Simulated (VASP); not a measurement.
# CsLiCr2Te2S3 (P3m1) in VASP: notebook, part 2 of 2

VASP 6.6.1. The steps go on from the part before.

## (3) Relaxation of cell and atoms, PBE, collinear spin, ferromagnetic start, target pressure 20 GPa, at which the enthalpy is minimised

This run uses another cell than the first one, of 23.82 Å³/atom.

The input, INCAR:

```
SYSTEM = CsLiCr2Te2S3
  PREC = Accurate
  ENCUT = 750
  EDIFF = 1E-7
  ISMEAR = -1
  SIGMA = 0.05
  LREAL = .FALSE.
  LASPH = .TRUE.
  NELM = 200
  ALGO = Normal
  ISIF = 3
  LWAVE = .FALSE.
  LCHARG = .FALSE.
  ISPIN = 2
  MAGMOM = 0 0 3 3 0 0 0 0 0
  LORBIT = 11
  LMAXMIX = 4
  GGA = PE
  IBRION = 2
  NSW = 60
  EDIFFG = -0.01
  PSTRESS = 200.0
  GGA_COMPAT = .FALSE.
  NELMIN = 4
  KPAR = 4
```

The input, KPOINTS:

```
Automatic mesh
0
G
  6 6 1
  0 0 0
```

The input, POSCAR:

```
CsLiCr2Te2S3
1.0
    3.6035800000      0.0000000000      0.0000000000
   -1.8017900000      3.1207900000      0.0000000000
    0.0000000000      0.0000000000     19.0665100000
Cs Li Cr Te S
1 1 2 2 3
Direct
    0.0000000000      0.0000000000      0.3739900000
    0.6666700000      0.3333300000      0.0160700000
    0.0000000000      0.0000000000      0.8663700000
    0.3333300000      0.6666700000      0.1683300000
    0.3333300000      0.6666700000      0.5389100000
    0.6666700000      0.3333300000      0.7727600000
    0.0000000000      0.0000000000      0.1003000000
    0.3333300000      0.6666700000      0.9292000000
    0.6666700000      0.3333300000      0.2340800000
```

Potentials or basis: VASP PAW PBE potentials, release 64 (Cs_sv, Li_sv, Cr_pv, Te, S).

The run is started by

```
cat potpaw_PBE.64/Cs_sv/POTCAR potpaw_PBE.64/Li_sv/POTCAR potpaw_PBE.64/Cr_pv/POTCAR potpaw_PBE.64/Te/POTCAR potpaw_PBE.64/S/POTCAR > POTCAR
mpirun -np 4 vasp_std > vasp.out
```

OUTCAR:

```text
SYSTEM = CsLiCr2Te2S3
   PREC = Accurate
   ENCUT = 750
   EDIFF = 1E-7
   ISMEAR = -1
   LREAL = .FALSE.
   LASPH = .TRUE.
   NELM = 200
   ISIF = 3
   ISPIN = 2
   LORBIT = 11
   GGA = PE
   IBRION = 2
   NSW = 60
   EDIFFG = -0.01
   PSTRESS = 200.0
   NELMIN = 4

 ion  position               nearest neighbor table
   1  0.000  0.000  0.374-
   2  0.667  0.333  0.016-   7 2.63   7 2.63   7 2.63   8 2.66   8 2.66   8 2.66
   3  0.000  0.000  0.866-   8 2.40   8 2.40   8 2.40   6 2.74   6 2.74   6 2.74
   4  0.333  0.667  0.168-   9 2.43   9 2.43   9 2.43   7 2.45   7 2.45   7 2.45
   5  0.333  0.667  0.539-
   6  0.667  0.333  0.773-   3 2.74   3 2.74   3 2.74
   7  0.000  0.000  0.100-   4 2.45   4 2.45   4 2.45   2 2.63   2 2.63   2 2.63
   8  0.333  0.667  0.929-   3 2.40   3 2.40   3 2.40   2 2.66   2 2.66   2 2.66
   9  0.667  0.333  0.234-   4 2.43   4 2.43   4 2.43

  LATTYP: Found a hexagonal cell.
 ALAT       =     3.6035800000
 C/A-ratio  =     5.2909911810

  Lattice vectors:

 A1 = (   3.6035800000,   0.0000000000,   0.0000000000)
 A2 = (  -1.8017900000,   3.1207900000,   0.0000000000)
 A3 = (   0.0000000000,   0.0000000000,  19.0665100000)

Analysis of symmetry for initial positions (statically):
=====================================================================
 Subroutine PRICEL returns:
 Original cell was already a primitive cell.

 Routine SETGRP: Setting up the symmetry group for a
 hexagonal supercell.

 Subroutine GETGRP returns: Found  2 space group operations
 (whereof  2 operations were pure point group operations)
 out of a pool of 24 trial point group operations.

The static configuration has the point symmetry C_1h.

Analysis of symmetry for dynamics (positions and initial velocities):
=====================================================================
 Subroutine PRICEL returns:
 Original cell was already a primitive cell.

 Routine SETGRP: Setting up the symmetry group for a
 hexagonal supercell.

 Subroutine GETGRP returns: Found  2 space group operations
 (whereof  2 operations were pure point group operations)
 out of a pool of 24 trial point group operations.

The dynamic configuration has the point symmetry C_1h.

Analysis of structural, dynamic, and magnetic symmetry:
=====================================================================
 Subroutine PRICEL returns:
 Original cell was already a primitive cell.

 Routine SETGRP: Setting up the symmetry group for a
 hexagonal supercell.

 Subroutine GETGRP returns: Found  2 space group operations
 (whereof  2 operations were pure point group operations)
 out of a pool of 24 trial point group operations.

The overall configuration has the point symmetry C_1h.

 Subroutine INISYM returns: Found  2 space group operations
 (whereof  2 operations are pure point group operations),
 and found     1 'primitive' translations

----------------------------------------------------------------------------------------

                                     Primitive cell

  volume of cell :     214.4223

  direct lattice vectors                    reciprocal lattice vectors
     3.603580000  0.000000000  0.000000000     0.277501818  0.160215843  0.000000000
    -1.801790000  3.120790000  0.000000000     0.000000000  0.320431686  0.000000000
[... 65 lines left out ...]
  0.333333  0.166667  0.000000      4.000000
 -0.166667  0.500000  0.000000      4.000000
  0.500000  0.333333  0.000000      4.000000
  0.333333  0.333333  0.000000      2.000000
   k-points           NKPTS =     13   k-points in BZ     NKDIM =     13   number of bands    NBANDS=     42
   number of dos      NEDOS =    301   number of ions     NIONS =      9
   total plane-waves  NPLWV = 184320
   dimension x,y,z NGX =    32 NGY =   32 NGZ =  180
   dimension x,y,z NGXF=    64 NGYF=   64 NGZF=  360
   ions per type =               1   1   2   2   3
   NGX,Y,Z   is equivalent  to a cutoff of  14.76, 14.76, 15.69 a.u.
   NGXF,Y,Z  is equivalent  to a cutoff of  29.53, 29.53, 31.39 a.u.
 SYSTEM =  CsLiCr2Te2S3
   PREC   = accura    normal or accurate (medium, high low for compatibility)
   ISTART =      0    job   : 0-new  1-cont  2-samecut
   ICHARG =      2    charge: 1-file 2-atom 10-const
   ISPIN  =      2    spin polarized calculation?
   LNONCOLLINEAR =      F non collinear calculations
   LSORBIT =      F    spin-orbit coupling
   LASPH  =      T    aspherical Exc in radial PAW
   ENCUT  =  750.0 eV  55.12 Ry    7.42 a.u.   8.05  8.05 42.58*2*pi/ulx,y,z
   NELM   =    200;   NELMIN=  4; NELMDL= -5     # of ELM steps
   EDIFF  = 0.1E-06   stopping-criterion for ELM
   LREAL  =      F    real-space projection
   EDIFFG = -.1E-01   stopping-criterion for IOM
   NSW    =     60    number of steps for IOM
   IBRION =      2    ionic relax: 0-MD 1-quasi-New 2-CG
   NFREE  =      1    steps in history (QN), initial steepest desc. (CG)
   ISIF   =      3    stress and relaxation
   ISYM   =      2    0-nonsym 1-usesym 2-fastsym
   POTIM  = 0.5000    time-step for ionic-motion
   TEBEG  =    0.0;   TEEND  =   0.0 temperature during run
   PSTRESS=  200.0 pullay stress
   NELECT =      66.0000    total number of electrons
   NUPDOWN=      -1.0000    fix difference up-down
   EMIN   =  10.00;   EMAX   =-10.00  energy-range for DOS
   EFERMI =   0.00;   METHOD = LEGACY
   ISMEAR =    -1;   SIGMA  =   0.05  broadening in eV -4-tet -1-fermi 0-gaus
   EFERMI_NEDOS =   21; number of points for ismear=-14 and -15
   IALGO  =     38    algorithm
   IMIX   =      4    mixing-type and parameters
     AMIX     =   0.40;   BMIX     =  1.00
     AMIX_MAG =   1.60;   BMIX_MAG =  1.00
  volume/ion in A,a.u.               =      23.82       160.78
  Fermi-wavevector in a.u.,A,eV,Ry     =   1.105349  2.088807 16.623556  1.221797
  Thomas-Fermi vector in A             =   2.241835
   LORBIT       =     11    0 simple, 1 ext, 2 COOP (PROOUT), +10 PAW based schemes
   GGA     = PE    functional components
   LHFCALC =     F    Hartree Fock is set to
   AEXX    =    0.0000 exact exchange contribution
   IVDW    =     0    specifies the selected vdW correction
   LEPSILON=     F    determine dielectric tensor
   LRPA    =     F    only Hartree local field effects (RPA)
 conjugate gradient relaxation of ions
 spin polarized calculation
  energy-cutoff  :      750.00
  volume of cell :      214.42
 maximum number of plane-waves:     10038
   NGX = 17   NGY = 17   NGZ = 85

--------------------------------------- Ionic step        1  -------------------------------------------

 number of electron      65.9999999 magnetization       5.6582688

 Free energy of the ion-electron system (eV)
  ---------------------------------------------------
  ext. energy  EPLUGINS =         0.00000000
  ---------------------------------------------------
  free energy    TOTEN  =       -46.21463877 eV

  energy without entropy =      -46.18651182  energy(sigma->0) =      -46.20057529

 E-fermi :   5.0643     XC(G=0):  -9.3738

 val. band max:        5.0495074157   @ k =  -0.1667   0.3333   0.0000
 cond. band min:       5.0763472663   @ k =  -0.1667   0.1667   0.0000
 fundamental gap:      0.0268398506
 Fermi energy:         5.0642861795
[... 2485 lines left out ...]
  energy  without entropy=      -44.1069601219  energy(sigma->0) =      -44.11820181

  enthalpy is  TOTEN    =       -22.6805211822 eV   P V=       21.4489223149

[... ionic steps 4 to 33 ...]

--------------------------------------- Ionic step       34  -------------------------------------------

 number of electron      66.0000026 magnetization       5.3113169

------------------------ aborting loop because EDIFF is reached ----------------------------------------
[... 85 lines left out ...]
--------------------------------------- Ionic step       36  -------------------------------------------

 number of electron      66.0000034 magnetization       5.3105573

 Free energy of the ion-electron system (eV)
  ---------------------------------------------------
  ext. energy  EPLUGINS =         0.00000000
  ---------------------------------------------------
  free energy    TOTEN  =       -43.70241349 eV

  energy without entropy =      -43.67293720  energy(sigma->0) =      -43.68767535

 E-fermi :   8.6814     XC(G=0): -11.0461

 val. band max:        8.6629389672   @ k =   0.5000   0.0000   0.0000
 cond. band min:       8.7114345365   @ k =  -0.3333   0.3333   0.0000
 fundamental gap:      0.0484955694
 Fermi energy:         8.6814128836
[... 1213 lines left out ...]
  energy  without entropy=      -43.6729371975  energy(sigma->0) =      -43.68767535

  enthalpy is  TOTEN    =       -24.1816926712 eV   P V=       19.5207208230

 reached required accuracy - stopping structural energy minimisation

 total charge

# of ion       s       p       d       tot
------------------------------------------
    1        1.843   4.685   0.162   6.690
    2        2.025   0.069   0.000   2.094
    3        0.307   6.323   4.320  10.950
    4        0.306   6.341   4.205  10.852
    5        1.421   1.898   0.051   3.370
    6        1.409   1.968   0.090   3.466
    7        1.327   2.510   0.000   3.837
    8        1.332   2.479   0.000   3.810
    9        1.333   2.492   0.000   3.825
--------------------------------------------------
tot         11.303  28.765   8.827  48.895

 magnetization (x)

# of ion       s       p       d       tot
------------------------------------------
    1        0.000  -0.001  -0.005  -0.006
    2        0.001  -0.001   0.000  -0.001
    3        0.035   0.030   2.319   2.384
    4        0.039   0.042   2.644   2.725
    5        0.000   0.038   0.001   0.039
    6        0.003  -0.086   0.001  -0.082
    7       -0.001  -0.005   0.000  -0.007
    8       -0.003  -0.041   0.000  -0.044
    9       -0.003  -0.029   0.000  -0.032
--------------------------------------------------
tot          0.070  -0.055   4.961   4.976
```

Wall time 61 min (4 MPI ranks of Intel Xeon 6975P-C (Granite Rapids), shared host); peak memory 0.91 GiB.

What came out:

| Quantity | Value |
| --- | --- |
| Free energy | -43.7024 eV |
| Relaxed volume | 17.38 Å³/atom |
| Relaxed cell | a = 3.374 Å, b = 3.373 Å, c = 15.865 Å, α = 90.00°, β = 90.00°, γ = 120.00° |
| Space group after relaxing (to 0.1 Å) | P3m1 (No. 156) |
| Energy change on relaxing (the run minimises the enthalpy) | +279.1 meV/atom |
| Ionic steps | 36 |
| Pressure after relaxing | 20.0 GPa |
| Largest force after relaxing | 0.010 eV/Å |
| Net moment | 5.31 μB per cell |
| Site moments | Cs -0.01; Li -0.00; Cr +2.38, +2.73; Te +0.04, -0.08; S -0.01, -0.04, -0.03 μB |
| Valence electrons inside the program's atomic spheres | Cs 6.69; Li 2.09; Cr 10.95, 10.85; Te 3.37, 3.47; S 3.84, 3.81, 3.83 |

Forces in eV/Å, atoms in the order of the input:
```
Cs   0.000  0.000 -0.002
Li   0.000  0.000  0.010
Cr   0.000  0.000 -0.001
Cr   0.000  0.000 -0.002
Te   0.000  0.000 -0.004
Te   0.000  0.000  0.002
S    0.000  0.000 -0.006
S    0.000  0.000  0.002
S    0.000  0.000  0.001
```

The path:
| step | energy change (eV) | largest force (eV/Å) | pressure (GPa) | volume (Å³) |
| --- | --- | --- | --- | --- |
| 1 | 0.0000 | 0.0717 | 0.05 | 214.42 |
| 2 | 10.5190 | 7.5592 | 60.63 | 134.90 |
| 3 | 2.0852 | 2.6269 | 18.98 | 171.82 |
| 4 | 2.2306 | 2.7478 | 19.84 | 170.63 |
| 5 | 2.2705 | 1.4807 | 19.68 | 165.63 |
| 6 | 2.7769 | 1.2342 | 20.73 | 160.11 |
| 7 | 2.6658 | 1.1044 | 20.48 | 160.95 |
| 8 | 2.4798 | 0.8883 | 19.39 | 161.13 |
| 9 | 2.3485 | 1.8641 | 17.77 | 161.46 |
| 10 | 2.5007 | 1.7963 | 18.97 | 159.59 |
| 11 | 3.0160 | 1.6134 | 22.46 | 154.87 |
| 12 | 2.7256 | 1.1344 | 20.98 | 156.32 |
| 13 | 2.4189 | 0.7303 | 19.07 | 158.37 |
| 14 | 2.4865 | 0.5004 | 19.81 | 157.40 |
| 15 | 2.7995 | 0.6809 | 22.45 | 154.74 |
| 16 | 2.6368 | 0.4395 | 21.17 | 155.90 |
| 17 | 2.3781 | 0.2668 | 19.66 | 157.80 |
| 18 | 2.3484 | 0.2765 | 19.49 | 158.03 |
| 19 | 2.3898 | 0.2744 | 19.78 | 157.62 |
| 20 | 2.4679 | 0.3578 | 20.29 | 156.94 |
| 21 | 2.4197 | 0.1216 | 19.81 | 157.26 |
| 22 | 2.4007 | 0.1386 | 19.61 | 157.41 |
| 23 | 2.5051 | 0.1557 | 20.13 | 156.54 |
| 24 | 2.5654 | 0.2195 | 20.44 | 156.05 |
| 25 | 2.5585 | 0.2060 | 20.32 | 156.07 |
| 26 | 2.5468 | 0.1660 | 20.03 | 156.14 |
| 27 | 2.5478 | 0.1568 | 20.07 | 156.13 |
| 28 | 2.5263 | 0.0782 | 20.01 | 156.28 |
| 29 | 2.5043 | 0.0563 | 19.94 | 156.45 |
| 30 | 2.5066 | 0.0508 | 19.94 | 156.43 |
| 31 | 2.5215 | 0.0265 | 20.05 | 156.30 |
| 32 | 2.5275 | 0.0365 | 20.10 | 156.26 |
| 33 | 2.5042 | 0.0186 | 19.94 | 156.44 |
| 34 | 2.5133 | 0.0225 | 20.00 | 156.37 |
| 35 | 2.5101 | 0.0194 | 19.98 | 156.40 |
| 36 | 2.5122 | 0.0098 | 19.99 | 156.38 |

Final structure:
```
Cs Li Cr Te S
1.0
     3.37383    0.00018   -0.00001
    -1.68676    2.92152    0.00001
    -0.00006    0.00003   15.86464
Cs Li Cr Te S
1 1 2 2 3
Cartesian
  -1.6868 2.9215 6.3530
  1.6870 0.9740 0.1144
  3.3738 0.0002 13.4081
  0.0001 1.9478 2.7373
  0.0001 1.9478 9.1687
  1.6869 0.9740 11.6769
  3.3738 0.0002 1.4360
  0.0001 1.9478 14.5879
  1.6870 0.9740 3.9762
```

Caveat: the cell is relaxed towards a set pressure, so the run minimises the enthalpy, not the energy; the volume moved by over 15 % at a fixed basis, so the end points are rough; spin-orbit coupling is left out, which moves the levels of the heavy elements; the run started ferromagnetic, and an antiferromagnetic order may lie lower in energy. With open d or f shells a metallic result of PBE can be an artefact of self-interaction; +U or a hybrid may open a gap.
